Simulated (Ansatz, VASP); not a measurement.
## One calculation of ZrNb2N4, two programs

```
CELL_PARAMETERS angstrom
-0.00019 -3.13595 0.00020
-5.26166 -0.00034 -0.00730
1.68737 0.00021 -5.23198
ATOMIC_POSITIONS crystal
Zr 0.49995 0.99854 0.50063
Nb 0.00002 0.00185 0.00180
Nb 0.50003 0.50077 0.99851
N 0.50002 0.22909 0.21876
N 0.99993 0.74744 0.24271
N 0.00005 0.25226 0.75667
N 0.50000 0.77005 0.78093
```

Change from the starting cell: cell x1, atoms moved at random (sigma 0.15 Å) and cell strained at random (1.5 %), then relaxed without symmetry.

Alike in both runs: functional PBE; k mesh 8 × 4 × 4; occupations gaussian, width 0.2 eV; no spin polarisation.

Ansatz relaxed the structure, and its values are those at the end. VASP's run is a single point on that final structure, the one shown.

|  | VASP | Ansatz |
| --- | --- | --- |
| version | VASP 6.6.1 | Ansatz 0.2.0 |
| potentials or method | VASP PAW PBE potentials, release 64 (Zr_sv, Nb_sv, N), cutoff 520 eV | scalar-relativistic, plane waves, PAW |
| valence electrons in the cell | 58 | 58 |

Ansatz gave:

- gap on the k mesh at the Fermi level (eV): none
- pressure (GPa): -0.1
- rms of the force components (eV/Å): 0.007

Problem. What did VASP give for the same quantities?

Solution. gap on the k mesh at the Fermi level (eV): none; pressure (GPa): -0.3; rms of the force components (eV/Å): 0.017.

A gap of «none» marks a metal or a gap that the smearing closes.
